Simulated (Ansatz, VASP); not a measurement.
## Cr in VASP and in Ansatz

File POSCAR:

```
Cr
1.0
    4.2056408807      0.0000000000      0.0000000000
   -2.1028204403      3.6421918419      0.0000000000
    0.0000000000      0.0000000000      2.2692406738
Cr
3
Direct
    0.0000000000      1.0000000000      0.0000000000
    0.3333333333      0.6666666667      0.5000000000
    0.6666666667      0.3333333333      0.5000000000
```

INCAR.step1

```
ALGO = Normal
EDIFF = 1E-4
ENCUT = 520
GGA = PE
ISMEAR = -1
LASPH = True
LCHARG = False
LREAL = False
LWAVE = True
NBANDS = 25
NELM = 60
PREC = Accurate
SIGMA = 0.1
```

INCAR.step2

```
ALGO = Normal
EDIFF = 1E-7
ENCUT = 520
ISIF = 2
ISMEAR = -1
ISTART = 1
LASPH = True
LCHARG = True
LELF = True
LMIXTAU = True
LREAL = False
LVHAR = True
LWAVE = False
METAGGA = R2SCAN
NBANDS = 25
NELM = 60
PREC = Accurate
SIGMA = 0.1
```

The input KPOINTS:

```
k-points
0
Gamma
  10 10 15
```

Input for Ansatz:

```yaml
crystal:
  lattice:
    - [4.2056408807, 0.0, 0.0]
    - [-2.1028204403, 3.6421918419, 0.0]
    - [0.0, 0.0, 2.2692406738]
  atoms:
    - { symbol: Cr, position: [0.0, 1.0, 0.0] }
    - { symbol: Cr, position: [0.3333333333, 0.6666666667, 0.5] }
    - { symbol: Cr, position: [0.6666666667, 0.3333333333, 0.5] }
hamiltonian:
  xc: r2scan
  pseudopotentials:
    kind: paw
    azcp:
      Cr: "pseudopotentials/Cr.paw.azcp"
basis:
  ecutwfc: 500
  fft_grid_basis: typed
kpoints:
  mp_grid: { grid: [10, 10, 15], shift: [0, 0, 0] }
magnetization:
  spin_polarized: false
scf:
  occupations: { method: fermi_dirac, width: 0.1 }
  lower_state_search: "off"
output:
  stress: true
```

Alike in both runs: task single point; functional r2SCAN; k mesh 10 × 10 × 15; occupations fermi-dirac, width 0.1 eV; no spin polarisation.

|  | VASP | Ansatz |
| --- | --- | --- |
| version | VASP 6.6.1 | Ansatz 0.2.0 |
| potentials or method | VASP PAW PBE potentials, release 64 (Cr_pv), cutoff 520 eV | plane waves (500 eV) with PAW, scalar-relativistic |
| valence electrons in the cell | 36 | 42 |

|  | VASP | Ansatz | Ansatz less VASP |
| --- | --- | --- | --- |
| pressure (GPa) | 1.0 | 0.1 | -0.86 |
| traceless stress, the component that is largest in VASP (GPa) | 0.96 | 0.59 | -0.370 |

VASP's potentials were made for PBE, not for r2SCAN. VASP's potentials hold 36 valence electrons a cell and Ansatz's 42, so a difference there can come from the potentials and not from the codes.
